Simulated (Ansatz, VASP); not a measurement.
One calculation of Sb2P3H, two programs

```
Sb H P
1.0
     3.26225    0.00000    0.00000
     0.00000    3.26225    0.00000
     0.00000    0.00000   11.96426
Sb H P
2 1 3
Direct
  0.50000 0.50000 0.33694
  0.50000 0.50000 0.66306
  0.50000 0.50000 0.50000
  0.00000 0.50000 0.12705
  0.50000 0.00000 0.87295
  0.00000 0.00000 0.00000
```

Alike in both runs: task relaxation of cell and atoms; functional PBE; k mesh 6 × 6 × 2; occupations gaussian, width 0.1 eV; no spin polarisation.

|  | VASP | Ansatz |
| --- | --- | --- |
| version | VASP 6.6.1 | Ansatz 0.2.0 |
| potentials or method | VASP PAW PBE potentials, release 64 (Sb, H, P), cutoff 600 eV | scalar-relativistic, plane waves, PAW |
| valence electrons in the cell | 26 | 46 |

```tsv
	VASP	Ansatz	Ansatz less VASP
gap on the k mesh at the Fermi level, each at its own relaxed structure (eV)	none	none	-
relaxed volume (Å³/atom)	24.25	24.53	+0.279
relaxed length of the cell vector where the two differ most in proportion (Å)	14.687	14.829	+0.1422
```

A gap of «none» marks a metal or a gap that the smearing closes. VASP's potentials hold 26 valence electrons a cell and Ansatz's 46, so a difference there can come from the potentials and not from the codes.

Neither program's run includes spin-orbit coupling.
